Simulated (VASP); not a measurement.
## K3W: relaxation of cell and atoms with PBE

The system is K3W.

```
K W
1.0
     4.97445    0.00000    0.00000
     0.00000    4.97445    0.00000
     0.00000    0.00000    4.97445
K W
3 1
Cartesian
  0.0000 2.4872 2.4872
  2.4872 0.0000 2.4872
  2.4872 2.4872 0.0000
  0.0000 0.0000 0.0000
```

```json
{"Program": "VASP 6.6.1", "Task": "relaxation of cell and atoms", "Functional": "PBE", "Potentials or basis": "VASP PAW PBE potentials, release 64 (K_sv, W_sv)", "Cutoff": "600 eV", "k mesh": "4 × 4 × 4", "Occupations": "gaussian, width 0.1 eV", "Spin": "no spin polarisation", "Dipole correction": "no", "Further INCAR settings": "ALGO = Normal; EDIFF = 1e-06; IBRION = 2; EDIFFG = -0.04; NSW = 90; ISIF = 3"}
```

- Relaxed volume: 40.52 Å³/atom
- Relaxed cell: a = 5.452 Å, b = 5.452 Å, c = 5.452 Å, α = 90.00°, β = 90.00°, γ = 90.00°
- Space group after relaxing (to 0.1 Å): Pm-3m (No. 221)
- Energy gained by relaxing: 119.3 meV/atom
- Ionic steps: 4
- Pressure after relaxing: 0.0 GPa
- Band gap on the k mesh: zero (an odd number of electrons rules out a gap without spin polarisation)

Step by step:
| step | energy change (eV) | largest force (eV/Å) | pressure (GPa) | volume (Å³) |
| --- | --- | --- | --- | --- |
| 1 | 0.0000 | 0.0000 | 4.81 | 123.09 |
| 2 | -0.3529 | 0.0000 | 2.02 | 140.30 |
| 3 | -0.4718 | 0.0000 | 0.37 | 157.39 |
| 4 | -0.4774 | 0.0000 | 0.03 | 162.09 |

Final structure:
```xyz
4
Lattice="5.4523 0.0000 0.0000 0.0000 5.4523 0.0000 0.0000 0.0000 5.4523" Properties=species:S:1:pos:R:3 pbc="T T T"
K     0.0000    2.7262    2.7262
K     2.7262    0.0000    2.7262
K     2.7262    2.7262    0.0000
W     0.0000    0.0000    0.0000
```

Levels at points of the mesh, in eV from the Fermi level:
```tsv
k point	band 16	band 17	band 18	band 19	band 20	band 21	band 22	band 23	band 24
(0.00, 0.00, 0.00)	-14.66	-3.48	-0.53	-0.53	-0.05	-0.05	-0.05	0.27	2.47
(0.50, 0.00, 0.00)	-14.68	-2.61	-1.05	-0.30	0.03	0.03	0.04	0.25	1.56
(0.50, 0.50, 0.00)	-14.60	-2.04	-0.56	0.03	0.04	0.04	0.05	0.05	0.41
(0.50, 0.50, 0.50)	-14.60	-1.91	-0.51	-0.51	-0.51	0.35	0.35	1.17	1.17
```

Wall time 2.4 min on 1 thread of AMD EPYC 9R14 (Zen 4), with other jobs on the host, peak memory 0.22 GiB.

Caveat: the volume moved by over 15 % at a fixed basis, so the end points are rough; spin-orbit coupling is left out, which moves the levels of the heavy elements.
